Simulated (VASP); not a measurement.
Set up this calculation in VASP 6.6.1, as the native input.

| Property | Result |
| --- | --- |
| Task | relaxation of cell and atoms |
| Functional | PBEsol |
| Potentials or basis | VASP PAW PBE potentials, release 64 (Pt, Se) |
| Cutoff | 500 eV |
| k mesh | 12 × 12 × 8 |
| Occupations | fermi-dirac, width 0.15 eV |
| Spin | no spin polarisation |
| Target pressure | 1 GPa |
| Dipole correction | no |
| Further INCAR settings | ALGO = Normal; EDIFF = 1e-07; IBRION = 2; EDIFFG = -0.001; NSW = 80; ISIF = 3 |

The structure of PtSe2 lies in POSCAR:

```
PtSe2
1.0
    3.7607971118      0.0000000000      0.0000000000
   -1.8803985559      3.2569458373      0.0000000000
    0.0000000000      0.0000000000      4.8587327380
Pt Se
1 2
Direct
    0.0000000000      0.0000000000      0.0000000000
    0.3333333333      0.6666666667      0.2611754914
    0.6666666667      0.3333333333      0.7388245086
```

The input as run:

INCAR

```
SYSTEM = PtSe2
PREC = Accurate
ENCUT = 500
EDIFF = 1E-7
ISMEAR = -1
SIGMA = 0.15
LREAL = .False.
LASPH = .True.
NELM = 120
ALGO = Normal
ISIF = 3
LWAVE = .False.
LCHARG = .False.
GGA = PS
IBRION = 2
NSW = 80
EDIFFG = -0.001
PSTRESS = 10.0
GGA_COMPAT = .False.
NELMIN = 4
```

KPOINTS

```
Automatic mesh
0
Gamma
  12 12 8
  0 0 0
```

Potentials or basis: VASP PAW PBE potentials, release 64 (Pt, Se).

Command:

```console
$ cat potpaw_PBE.64/Pt/POTCAR potpaw_PBE.64/Se/POTCAR > POTCAR
$ mpirun -np 1 vasp_std > vasp.out
```

Results of the run:

| Item | Value |
| --- | --- |
| Relaxed volume | 19.48 Å³/atom |
| Relaxed cell | a = 3.756 Å, b = 3.756 Å, c = 4.783 Å, α = 90.00°, β = 90.00°, γ = 120.00° |
| Space group after relaxing (to 0.05 Å) | P-3m1 (No. 164) |
| Energy change on relaxing (the enthalpy is what falls) | +1.0 meV/atom |
| Ionic steps | 10 |
| Pressure after relaxing | 1.0 GPa |
| Band gap on the k mesh | zero (band 11 reaches 7.63 eV, above the bottom of band 12 at 6.75 eV) |

Caveat: the cell is relaxed towards a set pressure, so the enthalpy falls and the energy may rise; the PAW data sets were made with another functional, which shifts forces and pressure a little; spin-orbit coupling is left out, which moves the levels of the heavy elements.

Run time: 3.6 min on 1 thread of Intel(R) Xeon(R) 6975P-C (Granite Rapids), on a shared host, peak memory 0.27 GiB.
